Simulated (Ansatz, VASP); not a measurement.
Ta4O in VASP and in Ansatz

File INCAR:

```
SYSTEM = Ta4O
  PREC = Accurate
  ENCUT = 520
  EDIFF = 1E-7
  ISMEAR = 0
  SIGMA = 0.15
  LREAL = .FALSE.
  LASPH = .TRUE.
  NELM = 80
  ALGO = Normal
  ISIF = 2
  LWAVE = .FALSE.
  LCHARG = .FALSE.
  GGA = PS
  NBANDS = 33
```

KPOINTS

```
regular mesh
0
G
  14 14 8
  0 0 0
```

File POSCAR:

```
Ta4O
1.0
    3.3072661624      0.0000000000      0.0000000000
    0.0000000000      3.3072661624      0.0000000000
    0.0000000000      0.0000000000      7.4521131708
Ta O
4 1
Direct
    0.0000000000      0.0000000000      0.5000000000
    0.5000000000      0.5000000000      0.7827831983
    0.5000000000      0.5000000000      0.2172168017
    0.0000000000      0.0000000000      0.0000000000
    0.5000000000      0.5000000000      0.5000000000
```

Input for Ansatz:

```yaml
crystal:
  lattice:
    - [3.3072661624, 0.0, 0.0]
    - [0.0, 3.3072661624, 0.0]
    - [0.0, 0.0, 7.4521131708]
  atoms:
    - { symbol: Ta, position: [0.0, 0.0, 0.5] }
    - { symbol: Ta, position: [0.5, 0.5, 0.7827831983] }
    - { symbol: Ta, position: [0.5, 0.5, 0.2172168017] }
    - { symbol: Ta, position: [0.0, 0.0, 0.0] }
    - { symbol: O, position: [0.5, 0.5, 0.5] }
basis:
  ecutwfc: 420
kpoints:
  mp_grid: { grid: [14, 14, 8] }
hamiltonian:
  xc: pbesol
scf:
  occupations: { method: gaussian, width: 0.15 }
output:
  forces: true
  stress: true
  eigenvalues: true
```

Change from the starting cell: strain +0.030 along x and y, +0.015 along z, atoms carried along.

Alike in both runs: task single point; functional PBEsol; k mesh 14 × 14 × 8; occupations gaussian, width 0.15 eV; no spin polarisation.

|  | VASP | Ansatz |
| --- | --- | --- |
| version | VASP 6.6.1 | Ansatz 0.2.0 |
| potentials or method | VASP PAW PBE potentials, release 64 (Ta_pv, O), cutoff 520 eV | scalar-relativistic, plane waves, PAW |
| valence electrons in the cell | 50 | 58 |

```csv
,VASP,Ansatz,Ansatz less VASP
gap on the k mesh at the Fermi level (eV),none,none,-
pressure (GPa),-14.2,-14.4,-0.21
"traceless stress, the component that is largest in VASP (GPa)",-0.09,-0.21,-0.121
rms of the force components (eV/Å),0.001,0.014,+0.0131
```

VASP's potentials were made for PBE, not for PBEsol. Atom by atom the forces differ by 0.013 eV/Å (rms over components). A gap of «none» marks a metal or a gap that the smearing closes. With one functional, cell and mesh, what is left measures potentials, basis and numerics. VASP's potentials hold 50 valence electrons a cell and Ansatz's 58, so a difference there can come from the potentials and not from the codes.

Spin-orbit coupling is off throughout.
